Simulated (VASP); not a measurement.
## Co: relaxation of cell and atoms with PBE

Co:

```xyz
1
Lattice="-1.4041 1.4041 1.4041 1.4041 -1.4041 1.4041 1.4041 1.4041 -1.4041" Properties=species:S:1:pos:R:3 pbc="T T T"
Co    0.0000    0.0000    0.0000
```

```yaml
Program: VASP 6.6.1
Task: relaxation of cell and atoms
Functional: PBE
Potentials_or_basis: VASP PAW PBE potentials, release 64 (Co)
Cutoff: 600 eV
k_mesh: 16 × 16 × 16
Occupations: fermi-dirac, width 0.1 eV
Spin: no spin polarisation
Dipole_correction: no
Further_INCAR_settings: ALGO = Normal; EDIFF = 1e-07; IBRION = 2; EDIFFG = -0.01; NSW = 80; ISIF = 3
```

- Relaxed volume: 10.54 Å³/atom
- Relaxed cell: a = 2.393 Å, b = 2.393 Å, c = 2.393 Å, α = 109.47°, β = 109.47°, γ = 109.47°
- Space group after relaxing (to 0.05 Å): Im-3m (No. 229)
- Energy gained by relaxing: 17.9 meV/atom
- Ionic steps: 3
- Pressure after relaxing: -0.1 GPa

Step by step:
```
step  energy change (eV)  largest force (eV/Å)  pressure (GPa)  volume (Å³)
   1              0.0000                0.0000          -10.24        11.07
   2              0.0064                0.0000           14.66         9.98
   3             -0.0179                0.0000           -0.10        10.54
```

Final structure:
```xyz
1
Lattice="-1.3814 1.3814 1.3814 1.3814 -1.3814 1.3814 1.3814 1.3814 -1.3814" Properties=species:S:1:pos:R:3 pbc="T T T"
Co    0.0000    0.0000    0.0000
```

Levels at points of the mesh, in eV from the Fermi level:
```tsv
k point	band 1	band 2	band 3	band 4	band 5	band 6	band 7	band 8
(0.00, 0.00, 0.00)	-8.92	-1.83	-1.83	-1.83	-0.28	-0.28	26.08	26.08
(0.50, 0.00, 0.00)	-4.64	-2.95	-0.32	-0.08	0.41	0.90	7.74	19.18
(0.50, 0.50, 0.50)	-4.30	-4.30	0.62	0.62	0.62	10.31	10.31	10.31
```

It took 32 s on 1 thread of Intel Xeon 6975P-C (shared host), peak memory 0.14 GiB.

Caveat: the run has no spin polarisation, though such a crystal can be magnetic. Spin polarisation is off, so any magnetic state and its effect on volume and gap are missing.
